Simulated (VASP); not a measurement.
# TiSi2 (Cc) in VASP: single point with PBEsol

Aim: the single point of TiSi2 with PBEsol.

Program: VASP 6.6.1. These are calculated values, not measurements. Logs are shortened: lines on timing, memory, paths and dates and some standing lists are left out, and cuts for length are marked.

## (1) The cell of the first run

It takes space group Cc (No. 9, monoclinic). The conventional cell has a = 3.517 Å, b = 13.348 Å, c = 3.556 Å, α = 90.00°, β = 90.00°, γ = 90.00°. Within 3.6 Å of Ti (site symmetry 1) lie 10 Si at 2.55 to 2.80 Å and 6 Ti at 3.26 to 3.56 Å. Within 3.2 Å of Si (site symmetry 1) lie 6 Si at 2.39 to 3.13 Å and 6 Ti at 2.55 to 2.80 Å. Within 3.3 Å of Si (site symmetry 1) lie 8 Si at 2.50 to 3.13 Å and 4 Ti at 2.61 to 2.68 Å.

## (2) Single point, PBEsol (atoms displaced along a vibrational mode)

File INCAR:

```
ALGO = Normal ; EDIFF = 1E-7
ENCUT = 520 ; GGA = PS
ISIF = 2 ; ISMEAR = 0
LASPH = T ; LCHARG = F
LREAL = F ; LWAVE = F
NBANDS = 29 ; NELM = 60
PREC = Accurate ; SIGMA = 0.15
```

File KPOINTS:

```
k-points
0
Gamma
  14 14 14
```

File POSCAR:

```
TiSi2
1.0
    1.7585247991     -6.6741239440      0.0000000000
    1.7585247991      6.6741239440      0.0000000000
    0.0000000000      0.0000000000      3.5556151821
Ti Si
2 4
Direct
    0.8946421832      0.0996076672      0.7471726966
    0.0996076672      0.8946421832      0.2471726966
    0.5548339303      0.4348612921      0.7448752255
    0.4348612921      0.5548339303      0.2448752255
    0.2597723592      0.7603327534      0.7599435224
    0.7603327534      0.2597723592      0.2599435224
```

Potentials or basis: VASP PAW PBE potentials, release 64 (Ti_sv, Si).

Launch:

```console
> cat potpaw_PBE.64/Ti_sv/POTCAR potpaw_PBE.64/Si/POTCAR > POTCAR
> mpirun -np 1 vasp_std > vasp.out
```

OUTCAR:

```text
EDIFF = 1E-7
   ENCUT = 520
   GGA = PS
   ISIF = 2
   ISMEAR = 0
   LASPH = T
   LREAL = F
   NELM = 60
   PREC = Accurate

 ion  position               nearest neighbor table
   1  0.895  0.100  0.747-   4 2.55   4 2.56   4 2.56   4 2.58   5 2.61   6 2.62   5 2.67   6 2.68
                             3 2.79   3 2.80
   2  0.100  0.895  0.247-   3 2.55   3 2.56   3 2.56   3 2.58   6 2.61   5 2.62   6 2.67   5 2.68
                             4 2.79   4 2.80
   3  0.555  0.435  0.745-   4 2.39   4 2.39   2 2.55   2 2.56   2 2.56   2 2.58   1 2.79   1 2.80
                             5 3.05   6 3.07   5 3.11   6 3.13
   4  0.435  0.555  0.245-   3 2.39   3 2.39   1 2.55   1 2.56   1 2.56   1 2.58   2 2.79   2 2.80
                             6 3.05   5 3.07   6 3.11   5 3.13
   5  0.260  0.760  0.760-   6 2.50   6 2.50   6 2.50   6 2.50   1 2.61   2 2.62   1 2.67   2 2.68
                             3 3.05   4 3.07   3 3.11   4 3.13
   6  0.760  0.260  0.260-   5 2.50   5 2.50   5 2.50   5 2.50   2 2.61   1 2.62   2 2.67   1 2.68
                             4 3.05   3 3.07   4 3.11   3 3.13

  LATTYP: Found a base centered orthorhombic cell.
 ALAT       =     3.5170495982
 B/A-ratio  =     3.7952970282
 C/A-ratio  =     1.0109653227

  Lattice vectors:

 A1 = (   1.7585247991,  -6.6741239440,   0.0000000000)
 A2 = (   1.7585247991,   6.6741239440,   0.0000000000)
 A3 = (   0.0000000000,   0.0000000000,   3.5556151821)

Analysis of symmetry for initial positions (statically):
=====================================================================
 Subroutine PRICEL returns:
 Original cell was already a primitive cell.

 Routine SETGRP: Setting up the symmetry group for a
 base centered orthorhombic supercell.

 Subroutine GETGRP returns: Found  2 space group operations
 (whereof  1 operations were pure point group operations)
 out of a pool of  8 trial point group operations.

The static configuration has the point symmetry C_1 .
 The point group associated with its full space group is C_1h.

Analysis of symmetry for dynamics (positions and initial velocities):
=====================================================================
 Subroutine PRICEL returns:
 Original cell was already a primitive cell.

 Routine SETGRP: Setting up the symmetry group for a
 base centered orthorhombic supercell.

 Subroutine GETGRP returns: Found  2 space group operations
 (whereof  1 operations were pure point group operations)
 out of a pool of  8 trial point group operations.

The dynamic configuration has the point symmetry C_1 .
 The point group associated with its full space group is C_1h.

 Subroutine INISYM returns: Found  2 space group operations
 (whereof  1 operations are pure point group operations),
 and found     1 'primitive' translations

----------------------------------------------------------------------------------------

                                     Primitive cell

  volume of cell :      83.4618

  direct lattice vectors                    reciprocal lattice vectors
     1.758524799 -6.674123944  0.000000000     0.284329229 -0.074916199  0.000000000
     1.758524799  6.674123944  0.000000000     0.284329229  0.074916199  0.000000000
     0.000000000  0.000000000  3.555615182     0.000000000  0.000000000  0.281245284

  length of vectors
     6.901908424  6.901908424  3.555615182     0.294033242  0.294033242  0.281245284

  position of ions in fractional coordinates (direct lattice)
     0.894642183  0.099607667  0.747172697
     0.099607667  0.894642183  0.247172697
     0.554833930  0.434861292  0.744875226
     0.434861292  0.554833930  0.244875226
     0.259772359  0.760332753  0.759943522
     0.760332753  0.259772359  0.259943522

  ion indices of the primitive-cell ions
   primitive index   ion index
                 1           1
                 2           2
                 3           3
                 4           4
                 5           5
                 6           6

----------------------------------------------------------------------------------------

 KPOINTS: k-points

Automatic generation of k-mesh.
 Grid dimensions read from file:
 generate k-points for:   14   14   14

 Generating k-lattice:

  Cartesian coordinates                     Fractional coordinates (reciprocal lattice)
     0.020309231 -0.005351157  0.000000000     0.071428571  0.000000000  0.000000000
     0.020309231  0.005351157  0.000000000     0.000000000  0.071428571  0.000000000
     0.000000000  0.000000000  0.020088949     0.000000000  0.000000000  0.071428571

  Length of vectors
     0.021002374  0.021002374  0.020088949

  Shift w.r.t. Gamma in fractional coordinates (k-lattice)
     0.000000000  0.000000000  0.000000000

 Subroutine IBZKPT returns following result:
 ===========================================

 Found    744 irreducible k-points:

 Following reciprocal coordinates:
            Coordinates               Weight
  0.000000  0.000000  0.000000      1.000000
  0.071429  0.000000  0.000000      4.000000
  0.142857 -0.000000  0.000000      4.000000
  0.214286 -0.000000  0.000000      4.000000
  0.285714 -0.000000  0.000000      4.000000
  0.357143 -0.000000  0.000000      4.000000
[... 16 lines left out ...]
  0.214286  0.142857  0.000000      4.000000
  0.285714  0.142857  0.000000      4.000000
 [... further k-points ...]
   k-points           NKPTS =    744   k-points in BZ     NKDIM =    744   number of bands    NBANDS=     29
   number of dos      NEDOS =    301   number of ions     NIONS =      6
   total plane-waves  NPLWV =  81648
   dimension x,y,z NGX =    54 NGY =   54 NGZ =   28
   dimension x,y,z NGXF=   108 NGYF=  108 NGZF=   56
   ions per type =               2   4
   NGX,Y,Z   is equivalent  to a cutoff of  13.01, 13.01, 13.09 a.u.
   NGXF,Y,Z  is equivalent  to a cutoff of  26.01, 26.01, 26.18 a.u.
 SYSTEM =  unknown system
   PREC   = accura    normal or accurate (medium, high low for compatibility)
   ISTART =      0    job   : 0-new  1-cont  2-samecut
   ICHARG =      2    charge: 1-file 2-atom 10-const
   ISPIN  =      1    spin polarized calculation?
   LNONCOLLINEAR =      F non collinear calculations
   LSORBIT =      F    spin-orbit coupling
   LASPH  =      T    aspherical Exc in radial PAW
   ENCUT  =  520.0 eV  38.22 Ry    6.18 a.u.  12.83 12.83  6.61*2*pi/ulx,y,z
   NELM   =     60;   NELMIN=  2; NELMDL= -5     # of ELM steps
   EDIFF  = 0.1E-06   stopping-criterion for ELM
   LREAL  =      F    real-space projection
   EDIFFG = 0.1E-05   stopping-criterion for IOM
   NSW    =      0    number of steps for IOM
   IBRION =     -1    ionic relax: 0-MD 1-quasi-New 2-CG
   NFREE  =      0    steps in history (QN), initial steepest desc. (CG)
   ISIF   =      2    stress and relaxation
   ISYM   =      2    0-nonsym 1-usesym 2-fastsym
   POTIM  = 0.5000    time-step for ionic-motion
   TEBEG  =    0.0;   TEEND  =   0.0 temperature during run
   PSTRESS=    0.0 pullay stress
   NELECT =      40.0000    total number of electrons
   NUPDOWN=      -1.0000    fix difference up-down
   EMIN   =  10.00;   EMAX   =-10.00  energy-range for DOS
   EFERMI =   0.00;   METHOD = LEGACY
   ISMEAR =     0;   SIGMA  =   0.15  broadening in eV -4-tet -1-fermi 0-gaus
   EFERMI_NEDOS =   21; number of points for ismear=-14 and -15
   IALGO  =     38    algorithm
   IMIX   =      4    mixing-type and parameters
     AMIX     =   0.40;   BMIX     =  1.00
     AMIX_MAG =   1.60;   BMIX_MAG =  1.00
  volume/ion in A,a.u.               =      13.91        93.87
  Fermi-wavevector in a.u.,A,eV,Ry     =   1.281147  2.421017 22.331757  1.641338
  Thomas-Fermi vector in A             =   2.413534
   LORBIT       =      0    0 simple, 1 ext, 2 COOP (PROOUT), +10 PAW based schemes
   GGA     = PS    functional components
   LHFCALC =     F    Hartree Fock is set to
   AEXX    =    0.0000 exact exchange contribution
   IVDW    =     0    specifies the selected vdW correction
   LEPSILON=     F    determine dielectric tensor
   LRPA    =     F    only Hartree local field effects (RPA)
 non-spin polarized calculation
 Gauss-broadening in eV      SIGMA  =   0.15
  energy-cutoff  :      520.00
  volume of cell :       83.46
 maximum number of plane-waves:      2283
 NGX is ok and might be reduce to    54
   NGX = 25   NGY = 25   NGZ = 13

 number of electron      40.0000000 magnetization

 Free energy of the ion-electron system (eV)
  ---------------------------------------------------
  ext. energy  EPLUGINS =         0.00000000
  ---------------------------------------------------
  free energy    TOTEN  =       -43.68536932 eV

  energy without entropy =      -43.66774100  energy(sigma->0) =      -43.67655516

 E-fermi :  10.7166     XC(G=0): -11.8194

 val. band max:       10.7138744868   @ k =  -0.3571   0.3571   0.3571
 cond. band min:      10.7173671842   @ k =   0.3571   0.0714   0.0000
 fundamental gap:      0.0034926974
 Fermi energy:        10.7165702664

 k-point     1 :       0.0000    0.0000    0.0000
  band No.  band energies     occupation
      1     -45.7993      2.00000
      2     -45.7878      2.00000
      3     -22.2640      2.00000
      4     -22.2257      2.00000
      5     -22.2236      2.00000
      6     -22.2103      2.00000
[... 21 lines left out ...]
     28      13.7727      0.00000
     29      13.9468      0.00000

 k-point     2 :       0.0714    0.0000    0.0000
  band No.  band energies     occupation
      1     -45.7991      2.00000
      2     -45.7876      2.00000
      3     -22.2633      2.00000
      4     -22.2298      2.00000
      5     -22.2232      2.00000
      6     -22.2140      2.00000
[... 21 lines left out ...]
     28      13.8212      0.00000
     29      13.9936      0.00000

 k-point     3 :       0.1429   -0.0000    0.0000
  band No.  band energies     occupation
      1     -45.7984      2.00000
      2     -45.7870      2.00000
      3     -22.2613      2.00000
      4     -22.2413      2.00000
      5     -22.2245      2.00000
      6     -22.2220      2.00000
[... 638 lines left out ...]
      5     -22.2523      2.00000
      6     -22.2171      2.00000
[... 21 lines left out ...]
     28      13.9631      0.00000
     29      14.3943      0.00000

 k-point    24 :       0.2857    0.1429    0.0000
  band No.  band energies     occupation
      1     -45.7947      2.00000
      2     -45.7835      2.00000
      3     -22.3047      2.00000
      4     -22.2814      2.00000
      5     -22.2499      2.00000
      6     -22.2160      2.00000
[... 21 lines left out ...]
     28      13.8107      0.00000
     29      14.3398      0.00000

 [... further k-points ...]

------------------------ aborting loop because EDIFF is reached ----------------------------------------

  FORCE on cell =-STRESS in cart. coord.  units (eV):
  Direction    XX          YY          ZZ          XY          YZ          ZX
  --------------------------------------------------------------------------------------
  -------------------------------------------------------------------------------------
  Total        0.0508583      0.1098360      0.1487375      0.0000000      0.0000000     -0.0034827
  in kB        0.9763045      2.1084724      2.8552465      0.0000000      0.0000000     -0.0668559
  external PRESSURE =       1.9800078 kB  Pullay stress =       0.0000000 kB

 VOLUME and BASIS-vectors are now :
 -----------------------------------------------------------------------------
  energy-cutoff  :      520.00
  volume of cell :       83.46
      direct lattice vectors                 reciprocal lattice vectors
     1.758524799 -6.674123944  0.000000000     0.284329229 -0.074916199  0.000000000
     1.758524799  6.674123944  0.000000000     0.284329229  0.074916199  0.000000000
     0.000000000  0.000000000  3.555615182     0.000000000  0.000000000  0.281245284

 POSITION                                       TOTAL-FORCE (eV/Angst)
 -----------------------------------------------------------------------------------
      1.74841     -5.30616      2.65666         0.073277     -0.015761      0.072285
      1.74841      5.30616      0.87885         0.073277      0.015761      0.072285
      1.74040     -0.80071      2.64849         0.077843     -0.010770      0.077605
      1.74040      0.80071      0.87068         0.077843      0.010770      0.077605
      1.79388      3.34080      2.70207        -0.151120      0.013331     -0.149890
      1.79388     -3.34080      0.92426        -0.151120     -0.013331     -0.149890
 -----------------------------------------------------------------------------------
    total drift:                               -0.000041      0.000000      0.000248

  FREE ENERGIE OF THE ION-ELECTRON SYSTEM (eV)
  ---------------------------------------------------
  free  energy   TOTEN  =       -43.6853693155 eV

  energy  without entropy=      -43.6677409975  energy(sigma->0) =      -43.67655516
```

Wall time 55 min (1 thread of Intel Xeon Platinum 8259CL at 2.50GHz (Skylake/Cascade Lake), shared host); peak memory 1.4 GiB.

Results:

| Quantity | Value |
| --- | --- |
| Free energy | -43.6854 eV |
| Pressure | 0.2 GPa |
| Largest force | 0.213 eV/Å |
| Band gap on the k mesh | zero (bands 20 and 21 overlap by 1.04 eV) |

Forces on the atoms (eV/Å):
```
Ti   0.073 -0.016  0.072
Ti   0.073  0.016  0.072
Si   0.078 -0.011  0.078
Si   0.078  0.011  0.078
Si  -0.151  0.013 -0.150
Si  -0.151 -0.013 -0.150
```

Caveat: the cell differs from its parent crystal (atoms displaced along a vibrational mode); the PAW data sets were made with another functional, which shifts forces and pressure a little.
